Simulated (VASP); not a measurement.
A run of VASP 6.6.1 is set up as follows.

Contents of INCAR:

```
PREC     = Accurate       # precision mode
ENCUT    = 520            # plane-wave cutoff, eV
EDIFF    = 1E-6           # SCF threshold, eV
ISMEAR   = -1             # smearing method
SIGMA    = 0.05           # smearing width, eV
LREAL    = F              # projectors in reciprocal space
LASPH    = T              # aspherical terms in the spheres
NELM     = 150            # most SCF steps
ALGO     = Normal         # electronic algorithm
ISIF     = 2              # what is computed and relaxed
LWAVE    = F              # write WAVECAR
LCHARG   = T              # write CHGCAR
ISPIN    = 2              # spin polarisation
MAGMOM   = 1              # initial moments
LORBIT   = 11             # projections on sites
LMAXMIX  = 4              # l up to which the mixer works
GGA      = PE             # functional
LELF     = T              # ELF
LVHAR    = T            
NBANDS   = 16             # bands
```

The input KPOINTS:

```
regular mesh
0
Gamma
  16 16 16
```

File POSCAR:

```
V
1.0
    0.0000000000      1.8289526584      1.8289526584
    1.8289526584      0.0000000000      1.8289526584
    1.8289526584      1.8289526584      0.0000000000
V
1
Direct
    0.0000000000      0.0000000000      0.0000000000
```

Potentials or basis: VASP PAW PBE potentials, release 64 (V_sv).

Run with:

```console
$ cat potpaw_PBE.64/V_sv/POTCAR > POTCAR
$ mpirun -np 1 vasp_std > vasp.out
```

(1) Estimate the pressure.

(2) Estimate the net moment.

## Answers

(1) 28.9 GPa.

(2) 0.00 μB per cell.

Caveat: the cell stands under pressure; the moments typed at the start vanished in this run.
